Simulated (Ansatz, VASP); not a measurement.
# Pt: VASP beside Ansatz

The input INCAR:

```
SYSTEM = Pt
PREC = Accurate
ENCUT = 520
EDIFF = 1E-6
ISMEAR = 0
SIGMA = 0.15
LREAL = .False.
LASPH = .True.
NELM = 80
ALGO = Fast
ISIF = 2
LWAVE = .False.
LCHARG = .False.
NBANDS = 11
```

The input KPOINTS:

```
regular mesh
0
Gamma
  20 20 20
  0 0 0
```

File POSCAR:

```
Pt
1.0
    0.0000000000      1.9468328700      2.0490415957
    1.7326812543      0.0000000000      2.0490415957
    1.7326812543      1.9468328700      0.0000000000
Pt
1
Direct
    0.0000000000      0.0000000000      0.0000000000
```

Input for Ansatz:

```yaml
crystal:
  lattice:
    - [0.0, 1.94683287, 2.0490415957]
    - [1.7326812543, 0.0, 2.0490415957]
    - [1.7326812543, 1.94683287, 0.0]
  atoms:
    - { symbol: Pt, position: [0.0, 0.0, 0.0] }
basis:
  ecutwfc: 420
kpoints:
  mp_grid: { grid: [20, 20, 20] }
hamiltonian:
  xc: lda
scf:
  occupations: { method: gaussian, width: 0.15 }
output:
  forces: true
  stress: true
  eigenvalues: true
```

Change from the starting cell: normal strain along x -0.1100, normal strain along z +0.0525.

Alike in both runs: task single point; functional LDA; k mesh 20 × 20 × 20; occupations gaussian, width 0.15 eV; no spin polarisation.

|  | VASP | Ansatz |
| --- | --- | --- |
| version | VASP 6.6.1 | Ansatz 0.2.0 |
| potentials or method | VASP PAW LDA potentials, release 64 (Pt), cutoff 520 eV | scalar-relativistic, plane waves, PAW |
| valence electrons in the cell | 10 | 18 |

Ansatz gave:

```
gap on the k mesh at the Fermi level (eV)                     : none
pressure (GPa)                                                : 26.2
traceless stress, the component that is largest in VASP (GPa) : -10.95
```

Question: Which values does VASP return?

Answer: gap on the k mesh at the Fermi level (eV): none; pressure (GPa): 27.3; traceless stress, the component that is largest in VASP (GPa): -10.97.

LDA's correlation is that of Perdew and Zunger in VASP and of Perdew and Wang (1992) in Ansatz. A gap of «none» marks a metal or a gap that the smearing closes. VASP's potentials hold 10 valence electrons a cell and Ansatz's 18, so a difference there can come from the potentials and not from the codes.

Neither program's run includes spin-orbit coupling.
